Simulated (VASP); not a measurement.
Here is a VASP 6.6.1 calculation.

INCAR

```
PREC     = Accurate       # precision mode
ENCUT    = 600            # plane-wave cutoff, eV
EDIFF    = 1E-6           # SCF threshold, eV
ISMEAR   = 0              # smearing method
SIGMA    = 0.1            # smearing width, eV
LREAL    = F              # projectors in reciprocal space
LASPH    = T              # aspherical terms in the spheres
NELM     = 80             # most SCF steps
ALGO     = Normal         # electronic algorithm
ISIF     = 3              # what is computed and relaxed
LWAVE    = F              # write WAVECAR
LCHARG   = F              # write CHGCAR
GGA      = PS             # functional
IBRION   = 2              # ionic algorithm
NSW      = 100            # ionic steps
EDIFFG   = -0.005         # ionic threshold
```

The input KPOINTS:

```
Automatic mesh
0
Gamma
  14 14 14
```

The input POSCAR:

```
PIr2
1.0
    0.0000000000      2.7675000000      2.7675000000
    2.7675000000      0.0000000000      2.7675000000
    2.7675000000      2.7675000000      0.0000000000
P Ir
1 2
Direct
    0.0000000000      0.0000000000      0.0000000000
    0.2500000000      0.2500000000      0.2500000000
    0.7500000000      0.7500000000      0.7500000000
```

Potentials or basis: VASP PAW PBE potentials, release 64 (P, Ir).

Command:

```console
$ cat potpaw_PBE.64/P/POTCAR potpaw_PBE.64/Ir/POTCAR > POTCAR
$ mpirun -np 1 vasp_std > vasp.out
```

Predict the space group after relaxing (to 0.05 Å).

Fm-3m (No. 225).

Estimate the relaxed volume.

14.17 Å³/atom.

Predict the relaxed cell.

a = 3.918 Å, b = 3.918 Å, c = 3.918 Å, α = 60.00°, β = 60.00°, γ = 60.00°.

Final structure:
```cif
data_structure
_symmetry_space_group_name_H-M 'P 1'
_symmetry_Int_Tables_number 1
_cell_length_a 3.9176
_cell_length_b 3.9176
_cell_length_c 3.9176
_cell_angle_alpha 60.000
_cell_angle_beta 60.000
_cell_angle_gamma 60.000
_cell_volume 42.51
loop_
_atom_site_label
_atom_site_type_symbol
_atom_site_fract_x
_atom_site_fract_y
_atom_site_fract_z
_atom_site_occupancy
P1 P 0.00000 0.00000 0.00000 1
Ir1 Ir 0.25000 0.25000 0.25000 1
Ir2 Ir 0.75000 0.75000 0.75000 1
```

Caveat: the PAW data sets were made with another functional, which shifts forces and pressure a little.
